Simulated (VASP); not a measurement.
# Ni (Fm-3m) in VASP: a series of runs, part 2 of 2

VASP 6.6.1. The steps go on from the part before.

## 4. Single point, LDA, collinear spin, ferromagnetic start

The input, INCAR:

```
PREC = Accurate ; ENCUT = 600
EDIFF = 1E-6 ; ISMEAR = -1
SIGMA = 0.05 ; LREAL = False
LASPH = True ; NELM = 200
ALGO = Normal ; ISIF = 2
LWAVE = False ; LCHARG = False
ISPIN = 2 ; MAGMOM = 0.65
LORBIT = 11 ; LMAXMIX = 4
GGA = CA ; NBANDS = 15
GGA_COMPAT = False
```

The input, KPOINTS:

```
regular mesh
0
Gamma
  26 26 26
```

The input, POSCAR:

```
Ni
1.0
    0.0000000000      1.7125904545      1.7125904545
    1.7125904545      0.0000000000      1.7125904545
    1.7125904545      1.7125904545      0.0000000000
Ni
1
Direct
    0.0000000000      0.0000000000      0.0000000000
```

Potentials or basis: VASP PAW LDA potentials, release 64 (Ni).

Started as:

```
cat potpaw_LDA.64/Ni/POTCAR > POTCAR
mpirun -np 1 vasp_std > vasp.out
```

OUTCAR:

```text
PREC = Accurate
   ENCUT = 600
   EDIFF = 1E-6
   ISMEAR = -1
   LREAL = False
   LASPH = True
   NELM = 200
   ISIF = 2
   ISPIN = 2
   LORBIT = 11
   GGA = CA

 ion  position               nearest neighbor table
   1  0.000  0.000  0.000-

  LATTYP: Found a face centered cubic cell.
 ALAT       =     3.4251809090

  Lattice vectors:

 A1 = (   0.0000000000,   1.7125904545,   1.7125904545)
 A2 = (   1.7125904545,   0.0000000000,   1.7125904545)
 A3 = (   1.7125904545,   1.7125904545,   0.0000000000)

Analysis of symmetry for initial positions (statically):
=====================================================================
 Subroutine PRICEL returns:
 Original cell was already a primitive cell.

 Routine SETGRP: Setting up the symmetry group for a
 face centered cubic supercell.

 Subroutine GETGRP returns: Found 48 space group operations
 (whereof 48 operations were pure point group operations)
 out of a pool of 48 trial point group operations.

The static configuration has the point symmetry O_h .

Analysis of symmetry for dynamics (positions and initial velocities):
=====================================================================
 Subroutine PRICEL returns:
 Original cell was already a primitive cell.

 Routine SETGRP: Setting up the symmetry group for a
 face centered cubic supercell.

 Subroutine GETGRP returns: Found 48 space group operations
 (whereof 48 operations were pure point group operations)
 out of a pool of 48 trial point group operations.

The dynamic configuration has the point symmetry O_h .

Analysis of structural, dynamic, and magnetic symmetry:
=====================================================================
 Subroutine PRICEL returns:
 Original cell was already a primitive cell.

 Routine SETGRP: Setting up the symmetry group for a
 face centered cubic supercell.

 Subroutine GETGRP returns: Found 48 space group operations
 (whereof 48 operations were pure point group operations)
 out of a pool of 48 trial point group operations.

The overall configuration has the point symmetry O_h .

 Subroutine INISYM returns: Found 48 space group operations
 (whereof 48 operations are pure point group operations),
 and found     1 'primitive' translations

----------------------------------------------------------------------------------------

                                     Primitive cell

  volume of cell :      10.0459

  direct lattice vectors                    reciprocal lattice vectors
     0.000000000  1.712590454  1.712590454    -0.291955382  0.291955382  0.291955382
     1.712590454  0.000000000  1.712590454     0.291955382 -0.291955382  0.291955382
     1.712590454  1.712590454  0.000000000     0.291955382  0.291955382 -0.291955382

  length of vectors
     2.421968648  2.421968648  2.421968648     0.505681555  0.505681555  0.505681555

  position of ions in fractional coordinates (direct lattice)
     0.000000000  0.000000000  0.000000000

  ion indices of the primitive-cell ions
   primitive index   ion index
                 1           1

----------------------------------------------------------------------------------------

 KPOINTS: regular mesh

Automatic generation of k-mesh.
 Grid dimensions read from file:
 generate k-points for:   26   26   26

 Generating k-lattice:
[... 65 lines left out ...]
   NSW    =      0    number of steps for IOM
   IBRION =     -1    ionic relax: 0-MD 1-quasi-New 2-CG
   NFREE  =      0    steps in history (QN), initial steepest desc. (CG)
   ISIF   =      2    stress and relaxation
   ISYM   =      2    0-nonsym 1-usesym 2-fastsym
   POTIM  = 0.5000    time-step for ionic-motion
   TEBEG  =    0.0;   TEEND  =   0.0 temperature during run
   PSTRESS=    0.0 pullay stress
   NELECT =      10.0000    total number of electrons
   NUPDOWN=      -1.0000    fix difference up-down
   EMIN   =  10.00;   EMAX   =-10.00  energy-range for DOS
   EFERMI =   0.00;   METHOD = LEGACY
   ISMEAR =    -1;   SIGMA  =   0.05  broadening in eV -4-tet -1-fermi 0-gaus
   EFERMI_NEDOS =   21; number of points for ismear=-14 and -15
   IALGO  =     38    algorithm
   IMIX   =      4    mixing-type and parameters
     AMIX     =   0.40;   BMIX     =  1.00
     AMIX_MAG =   1.60;   BMIX_MAG =  1.00
  volume/ion in A,a.u.               =      10.05        67.79
  Fermi-wavevector in a.u.,A,eV,Ry     =   1.634599  3.088945 36.353610  2.671915
  Thomas-Fermi vector in A             =   2.726212
   LORBIT       =     11    0 simple, 1 ext, 2 COOP (PROOUT), +10 PAW based schemes
   GGA     = CA    functional components
   LHFCALC =     F    Hartree Fock is set to
   AEXX    =    0.0000 exact exchange contribution
   IVDW    =     0    specifies the selected vdW correction
   LEPSILON=     F    determine dielectric tensor
   LRPA    =     F    only Hartree local field effects (RPA)
 spin polarized calculation
  energy-cutoff  :      600.00
  volume of cell :       10.05
 maximum number of plane-waves:       344
   NGX =  9   NGY =  9   NGZ =  9

 number of electron      10.0000000 magnetization       0.6500000

 number of electron       9.9999993 magnetization       0.5670978

 Free energy of the ion-electron system (eV)
  ---------------------------------------------------
  ext. energy  EPLUGINS =         0.00000000
  ---------------------------------------------------
  free energy    TOTEN  =        -6.58654856 eV

  energy without entropy =       -6.57276785  energy(sigma->0) =       -6.57965821

 E-fermi :  10.2065     XC(G=0): -14.0914

 val. band max:       10.2047844931   @ k =   0.4231   0.1923   0.0385
 cond. band min:      10.2086455243   @ k =   0.3462   0.1538   0.0769
 fundamental gap:      0.0038610312
 Fermi energy:        10.2064659120

 spin component 1

 k-point     1 :       0.0000    0.0000    0.0000
  band No.  band energies     occupation
      1       0.6625      1.00000
      2       7.6660      1.00000
      3       7.6660      1.00000
      4       7.6660      1.00000
      5       8.9587      1.00000
      6       8.9587      1.00000
      7      34.6583      0.00000
      8      39.0533      0.00000
      9      39.0533      0.00000
     10      39.0533      0.00000
     11      42.3151      0.00000
     12      42.3151      0.00000
     13      42.3151      0.00000
     14      45.2792      0.00000
[... 403 lines left out ...]
      4       8.0122      1.00000
      5       9.5488      1.00000
      6       9.5647      1.00000
      7      19.8274      0.00000
      8      33.4367      0.00000
      9      35.1650      0.00000
     10      37.0490      0.00000
     11      39.7644      0.00000
     12      41.2983      0.00000
     13      45.5584      0.00000
     14      52.9145      0.00000
     15      55.2422      0.00000

 [... further k-points ...]

 spin component 2

 k-point     1 :       0.0000    0.0000    0.0000
  band No.  band energies     occupation
      1       0.7060      1.00000
      2       8.2474      1.00000
      3       8.2474      1.00000
      4       8.2474      1.00000
      5       9.4927      1.00000
      6       9.4927      1.00000
      7      34.6478      0.00000
      8      39.0977      0.00000
      9      39.0977      0.00000
     10      39.0977      0.00000
     11      42.4782      0.00000
     12      42.4782      0.00000
     13      42.4782      0.00000
     14      45.2613      0.00000
[... 403 lines left out ...]
      4       8.3261      1.00000
      5      10.1252      0.83564
      6      10.1684      0.68159
      7      20.0821      0.00000
      8      33.4368      0.00000
      9      35.2932      0.00000
     10      37.1750      0.00000
     11      39.8711      0.00000
     12      41.4040      0.00000
     13      45.6932      0.00000
     14      53.1199      0.00000
     15      55.7736      0.00000

 [... further k-points ...]
[... 5 lines left out ...]
  --------------------------------------------------------------------------------------
  -------------------------------------------------------------------------------------
  Total       -0.0420374     -0.0420374     -0.0420374      0.0000000      0.0000000      0.0000000
  in kB       -6.7043316     -6.7043316     -6.7043316      0.0000000      0.0000000      0.0000000
  external PRESSURE =      -6.7043316 kB  Pullay stress =       0.0000000 kB

 VOLUME and BASIS-vectors are now :
 -----------------------------------------------------------------------------
  energy-cutoff  :      600.00
  volume of cell :       10.05
      direct lattice vectors                 reciprocal lattice vectors
     0.000000000  1.712590454  1.712590454    -0.291955382  0.291955382  0.291955382
     1.712590454  0.000000000  1.712590454     0.291955382 -0.291955382  0.291955382
     1.712590454  1.712590454  0.000000000     0.291955382  0.291955382 -0.291955382

 POSITION                                       TOTAL-FORCE (eV/Angst)
 -----------------------------------------------------------------------------------
      0.00000      0.00000      0.00000        -0.000000     -0.000000      0.000000
 -----------------------------------------------------------------------------------
    total drift:                                0.000000      0.000000      0.000000

  FREE ENERGIE OF THE ION-ELECTRON SYSTEM (eV)
  ---------------------------------------------------
  free  energy   TOTEN  =        -6.5865485553 eV

  energy  without entropy=       -6.5727678549  energy(sigma->0) =       -6.57965821

 total charge

# of ion       s       p       d       tot
------------------------------------------
    1        0.534   0.570   8.368   9.473

 magnetization (x)

# of ion       s       p       d       tot
------------------------------------------
    1       -0.005  -0.018   0.591   0.567
```

OSZICAR:

```text
N       E                     dE             d eps       ncg     rms          rms(c)
DAV:   1     0.354492450874E+02    0.35449E+02   -0.46524E+03 32468   0.986E+02
DAV:   2    -0.608080086066E+01   -0.41530E+02   -0.38577E+02 34202   0.179E+02
DAV:   3    -0.769497021798E+01   -0.16142E+01   -0.15972E+01 37968   0.337E+01
DAV:   4    -0.770373288914E+01   -0.87627E-02   -0.87613E-02 37678   0.240E+00
DAV:   5    -0.770381368744E+01   -0.80798E-04   -0.80795E-04 38749   0.209E-01    0.110E+01
DAV:   6    -0.689562026408E+01    0.80819E+00   -0.13090E+01 44547   0.412E+01    0.548E+00
DAV:   7    -0.661016757304E+01    0.28545E+00   -0.20456E+00 39340   0.148E+01    0.213E+00
DAV:   8    -0.658952491285E+01    0.20643E-01   -0.25012E-02 41427   0.107E+00    0.892E-01
DAV:   9    -0.658716299064E+01    0.23619E-02   -0.12752E-03 51229   0.204E-01    0.262E-01
DAV:  10    -0.658658180486E+01    0.58119E-03   -0.40033E-04 51725   0.103E-01    0.409E-02
DAV:  11    -0.658654671574E+01    0.35089E-04   -0.32694E-05 49885   0.334E-02    0.243E-02
DAV:  12    -0.658654852678E+01   -0.18110E-05   -0.21992E-06 29891   0.104E-02    0.598E-03
DAV:  13    -0.658654855530E+01   -0.28516E-07   -0.55269E-07 27399   0.544E-03
   1 F= -.65865486E+01 E0= -.65796582E+01  d E =-.137807E-01  mag=     0.5673
```

stdout:

```text
POSCAR found type information on POSCAR Ni
 POSCAR found :  1 types and       1 ions
 scaLAPACK will be used
 LDA part: xc-table for (Slater(with rela. corr.)+CA(PZ))
 , standard interpolation
 POSCAR, INCAR and KPOINTS ok, starting setup
 FFT: planning ... GRIDC
 FFT: planning ... GRID_SOFT
 FFT: planning ... GRID
 WAVECAR not read
 entering main loop
```

Run time: 5.3 min. Hardware: 1 thread of Intel Xeon 8259CL, shared host; peak memory 0.24 GiB.

What came out:

- Free energy: -6.5865 eV
- Pressure: -0.7 GPa
- Net moment: 0.57 μB per cell
- Site moments: Ni +0.57 μB
- Valence electrons inside the program's atomic spheres: Ni 9.47

## 5. Single point, LDA, collinear spin, ferromagnetic start (8.84 Å³/atom)

This run uses another cell than the first one, of 8.84 Å³/atom.

The input, INCAR:

```
SYSTEM = Ni
  PREC = Accurate
  ENCUT = 520
  EDIFF = 1E-6
  ISMEAR = -1
  SIGMA = 0.05
  LREAL = .False.
  LASPH = .True.
  NELM = 150
  ALGO = Normal
  ISIF = 2
  LWAVE = .False.
  LCHARG = .False.
  ISPIN = 2
  MAGMOM = 0.607
  LORBIT = 11
  LMAXMIX = 4
  NBANDS = 15
```

The input, KPOINTS:

```
Automatic mesh
0
Gamma
  26 26 26
  0 0 0
```

The input, POSCAR:

```
Ni
1.0
    0.0000000000      1.6410273702      1.6410273702
    1.6410273702      0.0000000000      1.6410273702
    1.6410273702      1.6410273702      0.0000000000
Ni
1
Direct
    0.0000000000      0.0000000000      0.0000000000
```

Started as:

```
cat potpaw_LDA.64/Ni/POTCAR > POTCAR
mpirun -np 1 vasp_std > vasp.out
```

Wall time 1.8 min (1 thread of AMD EPYC 7R13 (Zen 3), shared host); peak memory 0.17 GiB.

The run converged. Its results:

| Item | Value |
| --- | --- |
| Free energy | -6.4450 eV |
| Pressure | 43.3 GPa |
| Net moment | 0.55 μB per cell |
| Site moments | Ni +0.54 μB |
| Valence electrons inside the program's atomic spheres | Ni 9.77 |

Levels at points of the mesh, in eV from the Fermi level:
Spin up:
```tsv
k point	band 2	band 3	band 4	band 5	band 6	band 7	band 8	band 9
(0.00, 0.00, 0.00)	-2.95	-2.95	-2.95	-1.39	-1.39	25.47	30.93	30.93
(0.50, 0.00, 0.00)	-2.98	-2.98	-0.64	-0.43	-0.43	7.40	23.90	28.37
(0.50, 0.50, 0.00)	-5.39	-0.40	-0.20	-0.20	2.62	11.32	16.82	16.82
```
Spin down:
```tsv
k point	band 2	band 3	band 4	band 5	band 6	band 7	band 8	band 9
(0.00, 0.00, 0.00)	-2.38	-2.38	-2.38	-0.87	-0.87	25.48	30.98	30.98
(0.50, 0.00, 0.00)	-2.47	-2.47	-0.59	0.18	0.18	7.78	23.89	28.50
(0.50, 0.50, 0.00)	-4.93	0.14	0.45	0.45	2.69	11.60	16.90	16.90
```

Caveat: the cell stands under pressure.

## 6. Single point, LDA, collinear spin, ferromagnetic start (9.24 Å³/atom)

This run uses another cell than the first one, of 9.24 Å³/atom.

The input, INCAR:

```
SYSTEM = Ni
  ALGO = Normal
  EDIFF = 1E-7
  ENCUT = 520
  GGA = CA
  ISIF = 2
  ISMEAR = -1
  ISPIN = 2
  LASPH = .True.
  LCHARG = .True.
  LELF = .True.
  LMAXMIX = 4
  LORBIT = 11
  LREAL = .False.
  LVHAR = .True.
  LWAVE = .False.
  MAGMOM = 0.607
  NBANDS = 15
  NELM = 150
  PREC = Accurate
  SIGMA = 0.05
```

The input, KPOINTS:

```
k-points
0
Gamma
  26 26 26
  0 0 0
```

The input, POSCAR:

```
Ni
1.0
    0.0000000000      1.6655239275      1.6655239275
    1.6655239275      0.0000000000      1.6655239275
    1.6655239275      1.6655239275      0.0000000000
Ni
1
Direct
    0.0000000000      0.0000000000      0.0000000000
```

Potentials or basis: VASP PAW LDA potentials, release 64 (Ni).

Started as:

```
cat potpaw_LDA.64/Ni/POTCAR > POTCAR
mpirun -np 1 vasp_std > vasp.out
```

Wall time 2.1 min (1 thread of AMD EPYC 7R13 (Zen 3), shared host); peak memory 0.18 GiB.

Results (log left out):

- Free energy: -6.5299 eV
- Pressure: 25.1 GPa
- Net moment: 0.56 μB per cell
- Site moments: Ni +0.55 μB
- Valence electrons inside the program's atomic spheres: Ni 9.66

Levels at points of the mesh, in eV from the Fermi level:
Spin up:
| k point | band 2 | band 3 | band 4 | band 5 | band 6 | band 7 | band 8 | band 9 |
| --- | --- | --- | --- | --- | --- | --- | --- | --- |
| (0.00, 0.00, 0.00) | -2.80 | -2.80 | -2.80 | -1.34 | -1.34 | 25.12 | 30.21 | 30.21 |
| (0.50, 0.00, 0.00) | -2.82 | -2.82 | -0.56 | -0.44 | -0.44 | 7.01 | 23.57 | 27.53 |
| (0.50, 0.50, 0.00) | -5.08 | -0.41 | -0.23 | -0.23 | 2.58 | 10.86 | 16.36 | 16.36 |
Spin down:
| k point | band 2 | band 3 | band 4 | band 5 | band 6 | band 7 | band 8 | band 9 |
| --- | --- | --- | --- | --- | --- | --- | --- | --- |
| (0.00, 0.00, 0.00) | -2.23 | -2.23 | -2.23 | -0.81 | -0.81 | 25.13 | 30.26 | 30.26 |
| (0.50, 0.00, 0.00) | -2.31 | -2.31 | -0.51 | 0.17 | 0.17 | 7.38 | 23.56 | 27.65 |
| (0.50, 0.50, 0.00) | -4.61 | 0.14 | 0.42 | 0.42 | 2.64 | 11.13 | 16.44 | 16.44 |

Caveat: the cell stands under pressure.

## 7. Overview

| task | cell | k mesh | cutoff (eV) | gap on the mesh (eV) | pressure (GPa) | moment (μB) |
| --- | --- | --- | --- | --- | --- | --- |
| single point | a = 2.422 Å, angles 60.0°, 1 atom | 15 × 15 × 15 | 600 | none | -0.4 | 0.60 |
| relaxation of cell and atoms | relaxed from a = 2.492 Å, angles 60.0°, 1 atom | 15 × 15 × 15 | 600 | none | 0.0 | 0.60 |
| single point | a = 2.422 Å, angles 60.0°, 1 atom | 26 × 26 × 26 | 600 | none | -0.7 | 0.57 |
| single point | a = 2.321 Å, angles 60.0°, 1 atom | 26 × 26 × 26 | 520 | none | 43.3 | 0.55 |
| single point | a = 2.355 Å, angles 60.0°, 1 atom | 26 × 26 × 26 | 520 | none | 25.1 | 0.56 |

Alike in all rows: level LDA; potentials or basis VASP PAW LDA potentials, release 64 (Ni); spin collinear, ferromagnetic start; smearing fermi-dirac 0.05 eV.

Caveats: the cell stands under pressure (at least some runs).

Total energies depend on the potentials used, so only differences within one code and one set of settings carry meaning.
